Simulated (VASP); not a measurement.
# H in VASP: further runs, part 2 of 5

VASP 6.6.1. The steps go on from the part before.

## Step 3: Single point, PBE

This run uses another cell than the first one, of 14.22 Å³/atom, 1.020 times its volume.

The input, INCAR:

```
PREC = Accurate
ENCUT = 520
EDIFF = 1E-6
ISMEAR = -1
SIGMA = 0.05
LREAL = False
LASPH = True
NELM = 100
ALGO = Normal
ISIF = 2
LWAVE = False
LCHARG = True
GGA = PE
LELF = True
LVHAR = True
NBANDS = 10
```

The input, KPOINTS:

```
regular mesh
0
Gamma
  7 7 7
```

The input, POSCAR:

```
H
1.0
    2.6408559351     -2.5839046819      0.0000000000
    2.6408559351      2.5839046819      0.0000000000
    0.0000000000      0.0000000000      4.1692480577
H
4
Direct
    0.0467043700      0.9532956300      0.9314911100
    0.5467043700      0.4532956300      0.5685088900
    0.4532956300      0.5467043700      0.4314911100
    0.9532956300      0.0467043700      0.0685088900
```

Potentials or basis: VASP PAW PBE potentials, release 64 (H).

Launch:

```sh
> cat potpaw_PBE.64/H/POTCAR > POTCAR
> mpirun -np 1 vasp_std > vasp.out
```

OUTCAR:

```text
PREC = Accurate
   ENCUT = 520
   EDIFF = 1E-6
   ISMEAR = -1
   LREAL = False
   LASPH = True
   NELM = 100
   ISIF = 2
   GGA = PE

 ion  position               nearest neighbor table
   1  0.047  0.953  0.931-   4 0.75
   2  0.547  0.453  0.569-   3 0.75
   3  0.453  0.547  0.431-   2 0.75
   4  0.953  0.047  0.069-   1 0.75

  LATTYP: Found a base centered orthorhombic cell.
 ALAT       =     5.1678093638
 B/A-ratio  =     1.0220407717
 C/A-ratio  =     0.8067728053

  Lattice vectors:

 A1 = (  -2.6408559351,  -2.5839046819,   0.0000000000)
 A2 = (   2.6408559351,  -2.5839046819,   0.0000000000)
 A3 = (   0.0000000000,   0.0000000000,   4.1692480577)

Analysis of symmetry for initial positions (statically):
=====================================================================
 Subroutine PRICEL returns:
 Original cell was already a primitive cell.

 Routine SETGRP: Setting up the symmetry group for a
 base centered orthorhombic supercell.

 Subroutine GETGRP returns: Found  8 space group operations
 (whereof  4 operations were pure point group operations)
 out of a pool of  8 trial point group operations.

The static configuration has the point symmetry C_2h.
 The point group associated with its full space group is D_2h.

Analysis of symmetry for dynamics (positions and initial velocities):
=====================================================================
 Subroutine PRICEL returns:
 Original cell was already a primitive cell.

 Routine SETGRP: Setting up the symmetry group for a
 base centered orthorhombic supercell.

 Subroutine GETGRP returns: Found  8 space group operations
 (whereof  4 operations were pure point group operations)
 out of a pool of  8 trial point group operations.

The dynamic configuration has the point symmetry C_2h.
 The point group associated with its full space group is D_2h.

 Subroutine INISYM returns: Found  8 space group operations
 (whereof  4 operations are pure point group operations),
[... 121 lines left out ...]
  volume/ion in A,a.u.               =      14.22        95.99
  Fermi-wavevector in a.u.,A,eV,Ry     =   0.675655  1.276803  6.211197  0.456510
  Thomas-Fermi vector in A             =   1.752736
   LORBIT       =      0    0 simple, 1 ext, 2 COOP (PROOUT), +10 PAW based schemes
   GGA     = PE    functional components
   LHFCALC =     F    Hartree Fock is set to
   AEXX    =    0.0000 exact exchange contribution
   IVDW    =     0    specifies the selected vdW correction
   LEPSILON=     F    determine dielectric tensor
   LRPA    =     F    only Hartree local field effects (RPA)
 non-spin polarized calculation
  energy-cutoff  :      520.00
  volume of cell :       56.90
 maximum number of plane-waves:      1546
   NGX = 13   NGY = 13   NGZ = 15

 number of electron       4.0000004 magnetization

 Free energy of the ion-electron system (eV)
  ---------------------------------------------------
  ext. energy  EPLUGINS =         0.00000000
  ---------------------------------------------------
  free energy    TOTEN  =       -13.57981704 eV

  energy without entropy =      -13.57981704  energy(sigma->0) =      -13.57981704

 E-fermi :  -7.5327     XC(G=0):  -4.8849

 val. band max:       -8.5914022854   @ k =   0.0000   0.0000   0.0000
 cond. band min:       0.7397158047   @ k =   0.4286  -0.0000   0.4286
 fundamental gap:      9.3311180901
 Fermi energy:        -7.5327177275

 k-point     1 :       0.0000    0.0000    0.0000
  band No.  band energies     occupation
      1     -10.3236      2.00000
      2      -8.5914      2.00000
      3       2.7425      0.00000
      4       3.9682      0.00000
      5       4.4692      0.00000
      6       6.5916      0.00000
      7       6.8732      0.00000
      8       8.3322      0.00000
      9      10.3027      0.00000
     10      11.0836      0.00000
[... 287 lines left out ...]
 k-point    24 :      -0.4286    0.1429    0.1429
  band No.  band energies     occupation
      1      -9.3998      2.00000
      2      -9.1218      2.00000
      3       1.6569      0.00000
      4       2.1127      0.00000
      5       4.6485      0.00000
      6       6.0368      0.00000
      7       7.2235      0.00000
      8       9.2215      0.00000
      9      10.7058      0.00000
     10      11.6819      0.00000

 [... further k-points ...]
[... 5 lines left out ...]
  --------------------------------------------------------------------------------------
  -------------------------------------------------------------------------------------
  Total       -0.0208135      0.0112335      0.0505499      0.0000000     -0.0000000      0.0000000
  in kB       -0.5860661      0.3163121      1.4233847      0.0000000     -0.0000000      0.0000000
  external PRESSURE =       0.3845436 kB  Pullay stress =       0.0000000 kB

 VOLUME and BASIS-vectors are now :
 -----------------------------------------------------------------------------
  energy-cutoff  :      520.00
  volume of cell :       56.90
      direct lattice vectors                 reciprocal lattice vectors
     2.640855935 -2.583904682  0.000000000     0.189332554 -0.193505590  0.000000000
     2.640855935  2.583904682  0.000000000     0.189332554  0.193505590  0.000000000
     0.000000000  0.000000000  4.169248058     0.000000000  0.000000000  0.239851404

 POSITION                                       TOTAL-FORCE (eV/Angst)
 -----------------------------------------------------------------------------------
      2.64086      2.34255      3.88362         0.000000     -0.054538     -0.065023
      2.64086     -0.24136      2.37025         0.000000     -0.054538      0.065023
      2.64086      0.24136      1.79899         0.000000      0.054538     -0.065023
      2.64086     -2.34255      0.28563         0.000000      0.054538      0.065023
 -----------------------------------------------------------------------------------
    total drift:                                0.000000      0.000000      0.000000

  FREE ENERGIE OF THE ION-ELECTRON SYSTEM (eV)
  ---------------------------------------------------
  free  energy   TOTEN  =       -13.5798170442 eV

  energy  without entropy=      -13.5798170442  energy(sigma->0) =      -13.57981704
```

OSZICAR:

```text
N       E                     dE             d eps       ncg     rms          rms(c)
DAV:   1    -0.100386826201E+02   -0.10039E+02   -0.11892E+03  1280   0.263E+02
DAV:   2    -0.146395148618E+02   -0.46008E+01   -0.45378E+01  1628   0.403E+01
DAV:   3    -0.147774789906E+02   -0.13796E+00   -0.13791E+00  1556   0.578E+00
DAV:   4    -0.147778199780E+02   -0.34099E-03   -0.34098E-03  1460   0.358E-01
DAV:   5    -0.147778212770E+02   -0.12990E-05   -0.12990E-05  1448   0.222E-02    0.628E+00
DAV:   6    -0.139613402438E+02    0.81648E+00   -0.36851E-01  1348   0.218E+00    0.343E+00
DAV:   7    -0.135725385599E+02    0.38880E+00   -0.86024E-01  1348   0.345E+00    0.410E-01
DAV:   8    -0.135827227096E+02   -0.10184E-01   -0.18215E-02  1342   0.581E-01    0.287E-01
DAV:   9    -0.135797917937E+02    0.29309E-02   -0.56192E-03  1372   0.280E-01    0.197E-02
DAV:  10    -0.135798062671E+02   -0.14473E-04   -0.11951E-04  1406   0.634E-02    0.697E-03
DAV:  11    -0.135798168060E+02   -0.10539E-04   -0.96054E-06  1318   0.226E-02    0.404E-03
DAV:  12    -0.135798170442E+02   -0.23820E-06   -0.24829E-07  1440   0.311E-03
   1 F= -.13579817E+02 E0= -.13579817E+02  d E =-.223055E-10
```

stdout:

```text
POSCAR found type information on POSCAR H
 POSCAR found :  1 types and       4 ions
 scaLAPACK will be used
 LDA part: xc-table for (Slater+PW92), standard interpolation
 POSCAR, INCAR and KPOINTS ok, starting setup
 FFT: planning ... GRIDC
 FFT: planning ... GRID_SOFT
 FFT: planning ... GRID
 WAVECAR not read
 entering main loop
```

Run time: 22 s. Hardware: 1 thread of Intel Xeon Platinum 8375C at 2.90GHz (Ice Lake), shared host; peak memory 0.16 GiB.

Results:

```yaml
Free_energy: -13.5798 eV
Pressure: 0.0 GPa
Largest_force: 0.085 eV/Å
Band_gap_on_the_k_mesh: 9.33 eV, indirect (least direct gap 9.90 eV)
```

Forces in eV/Å, atoms in the order of the input:
```
H    0.000 -0.055 -0.065
H    0.000 -0.055  0.065
H    0.000  0.055 -0.065
H    0.000  0.055  0.065
```

Levels at points of the mesh, in eV from the valence-band top:
| k point | band 1 | band 2 | band 3 | band 4 | band 5 | band 6 | band 7 |
| --- | --- | --- | --- | --- | --- | --- | --- |
| (0.00, 0.00, 0.00) | -1.73 | 0.00 | 11.33 | 12.56 | 13.06 | 15.18 | 15.46 |

A k mesh can miss the band edges. As with any semilocal functional, this PBE gap is likely too small.

(Continued in part 3 of 5.)
